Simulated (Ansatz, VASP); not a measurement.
One calculation of N, two programs

File INCAR:

```
SYSTEM = N
PREC     = Accurate       ! precision mode
ENCUT    = 600            ! plane-wave cutoff, eV
EDIFF    = 1E-6           ! SCF threshold, eV
ISMEAR   = -5             ! smearing method
SIGMA    = 0.05           ! smearing width, eV
LREAL    = .FALSE.        ! projectors in reciprocal space
LASPH    = .TRUE.         ! aspherical terms in the spheres
NELM     = 120            ! most SCF steps
ALGO     = Normal         ! electronic algorithm
ISIF     = 2              ! what is computed and relaxed
LWAVE    = .FALSE.        ! write WAVECAR
LCHARG   = .TRUE.         ! write CHGCAR
GGA      = PE             ! functional
IVDW     = 13             ! dispersion correction
LELF     = .TRUE.         ! ELF
LVHAR    = .TRUE.       
NBANDS   = 12             ! bands
GGA_COMPAT= .FALSE.
```

Contents of KPOINTS:

```
Automatic mesh
0
G
  12 12 11
  0 0 0
```

The input POSCAR:

```
N
1.0
    2.5194737886      0.0000000000      0.0000000000
   -1.2597368943      2.1819283051      0.0000000000
    0.0000000000      0.0000000000      2.4460020000
N
2
Direct
    0.3333333333      0.6666666667      0.7500000000
    0.6666666667      0.3333333333      0.2500000000
```

Contents of input.yaml:

```yaml
crystal:
  lattice:
    - [2.5194737886, 0.0, 0.0]
    - [-1.2597368943, 2.1819283051, 0.0]
    - [0.0, 0.0, 2.446002]
  atoms:
    - { symbol: "N", position: [0.3333333333, 0.6666666667, 0.75] }
    - { symbol: "N", position: [0.6666666667, 0.3333333333, 0.25] }
hamiltonian:
  xc: pbe
  pseudopotentials: { kind: nc }
  dispersion: d4
kpoints:
  mp_grid: { grid: [12, 12, 11] }
scf:
  occupations: { method: tetrahedron }
  n_extra_bands: 6
output:
  forces: true
  stress: true
  dos: { projected: false, de: 0.05, nscf_kmesh: { grid: [18, 18, 17] } }
```

Alike in both runs: functional PBE; dispersion D4; k mesh 12 × 12 × 11; occupations tetrahedron; no spin polarisation.

|  | VASP | Ansatz |
| --- | --- | --- |
| version | VASP 6.6.1 | Ansatz 0.2.0 |
| potentials or method | VASP PAW PBE potentials, release 64 (N) | Ansatz NC |
| plane-wave cutoff (eV) | 600 | 1240 |
| valence electrons in the cell | 10 | 10 |
| task | single point | density of states |

```tsv
	VASP	Ansatz	Ansatz less VASP
gap on the k mesh at the Fermi level (eV)	none	none	-
pressure (GPa)	6.8	7.3	+0.48
traceless stress, the component that is largest in VASP (GPa)	-6.97	-7.03	-0.063
```

A gap of «none» marks a metal or a gap that the smearing closes.
